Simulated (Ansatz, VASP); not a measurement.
One calculation of Ga4Sb3P, two programs

```
P Ga Sb
1.0
     4.30152    0.00000    0.00000
     0.00000    8.60808    0.00000
     0.00000    0.00000    6.05966
P Ga Sb
1 4 3
Direct
  0.00000 0.00000 0.00099
  0.50000 0.00000 0.78612
  0.00000 0.77074 0.23691
  0.50000 0.50000 0.73789
  0.00000 0.22926 0.23691
  0.50000 0.76103 0.50030
  0.00000 0.50000 0.00056
  0.50000 0.23897 0.50030
```

Alike in both runs: task single point; functional r2SCAN; k mesh 6 × 4 × 4; occupations fermi-dirac, width 0.02 eV; no spin polarisation.

```csv
,VASP,Ansatz
version,VASP 6.6.1,Ansatz 0.2.0
potentials or method,"VASP PAW PBE potentials, release 64 (P, Ga_d, Sb)","plane waves, PAW"
plane-wave cutoff (eV),520,500
valence electrons in the cell,72,102
```

|  | VASP | Ansatz | Ansatz less VASP |
| --- | --- | --- | --- |
| pressure (GPa) | -2.9 | -3.0 | -0.08 |
| rms of the force components (eV/Å) | 0.029 | 0.031 | +0.0021 |

VASP's potentials were made for PBE, not for r2SCAN. VASP's potentials hold 72 valence electrons a cell and Ansatz's 102, so a difference there can come from the potentials and not from the codes.

Neither program's run includes spin-orbit coupling.
